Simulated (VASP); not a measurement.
Set up this calculation in VASP 6.6.1, as the native input.

| Property | Result |
| --- | --- |
| Task | single point |
| Functional | PBEsol |
| Potentials or basis | VASP PAW PBE potentials, release 64 (Y_sv) |
| Cutoff | 520 eV |
| k mesh | 16 × 16 × 16 |
| Occupations | gaussian, width 0.15 eV |
| Spin | no spin polarisation |
| Dipole correction | no |
| Further INCAR settings | ALGO = Normal; EDIFF = 1e-06; NBANDS = 12 |

The structure of Y lies in POSCAR:

```
Y
1.0
    0.0000000000      2.2862000000      2.6838000000
    2.2862000000      0.0000000000      2.6838000000
    2.2862000000      2.2862000000      0.0000000000
Y
1
Direct
    0.0000000000      0.0000000000      0.0000000000
```

This cell differs from its parent crystal: strain -0.080 along x and y, +0.080 along z.

One way to write it, as run:

INCAR

```
SYSTEM = Y
ALGO = Normal ; EDIFF = 1E-6
ENCUT = 520 ; GGA = PS
ISIF = 2 ; ISMEAR = 0
LASPH = .TRUE. ; LCHARG = .FALSE.
LREAL = .FALSE. ; LWAVE = .FALSE.
NBANDS = 12 ; NELM = 100
PREC = Accurate ; SIGMA = 0.15
```

KPOINTS

```
k-points
0
G
  16 16 16
  0 0 0
```

Potentials or basis: VASP PAW PBE potentials, release 64 (Y_sv).

The run is started by

```bash
$ cat potpaw_PBE.64/Y_sv/POTCAR > POTCAR
$ mpirun -np 1 vasp_std > vasp.out
```

It gave:

| Quantity | Value |
| --- | --- |
| Pressure | 4.2 GPa |

Caveat: the cell differs from its parent crystal (strain -0.080 along x and y, +0.080 along z); the PAW data sets were made with another functional, which shifts forces and pressure a little.

It took 41 s on 1 thread of Intel(R) Xeon(R) 6975P-C (Granite Rapids), on a shared host, peak memory 0.26 GiB.
